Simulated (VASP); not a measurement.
Write the native input for VASP 6.6.1 that does the following.

| Item | Value |
| --- | --- |
| Task | single point |
| Functional | PBEsol |
| Potentials or basis | VASP PAW PBE potentials, release 64 (Re) |
| Cutoff | 520 eV |
| k mesh | 12 × 12 × 12 |
| Occupations | fermi-dirac, width 0.05 eV |
| Spin | no spin polarisation |
| Dipole correction | no |
| Further INCAR settings | ALGO = Normal; EDIFF = 1e-06; NBANDS = 14 |

The structure of Re lies in POSCAR:

```
Re
1.0
    0.0000000000      2.7969698864      2.7969698864
    2.7969698864      0.0000000000      2.7969698864
    2.7969698864      2.7969698864      0.0000000000
Re
2
Direct
   -0.1250000000     -0.1250000000     -0.1250000000
    0.1250000000      0.1250000000      0.1250000000
```

The input as run:

INCAR

```
SYSTEM = Re
  ALGO = Normal
  EDIFF = 1E-6
  ENCUT = 520
  GGA = PS
  ISIF = 2
  ISMEAR = -1
  LASPH = .True.
  LCHARG = .True.
  LELF = .True.
  LREAL = .False.
  LVHAR = .True.
  LWAVE = .False.
  NBANDS = 14
  NELM = 100
  PREC = Accurate
  SIGMA = 0.05
```

KPOINTS

```
k-points
0
Gamma
  12 12 12
  0 0 0
```

Potentials or basis: VASP PAW PBE potentials, release 64 (Re).

Run with:

```sh
$ cat potpaw_PBE.64/Re/POTCAR > POTCAR
$ mpirun -np 1 vasp_std > vasp.out
```

It gave:

The pressure is -1.7 GPa and the band gap on the k mesh is zero (band 7 reaches 4.17 eV, above the bottom of band 8 at 2.68 eV).

Caveat: the PAW data sets were made with another functional, which shifts forces and pressure a little; spin-orbit coupling is left out, which moves the levels of the heavy elements.

It took 21 s on 1 thread of Intel(R) Xeon(R) 6975P-C (Granite Rapids) (shared host), peak memory 0.18 GiB.
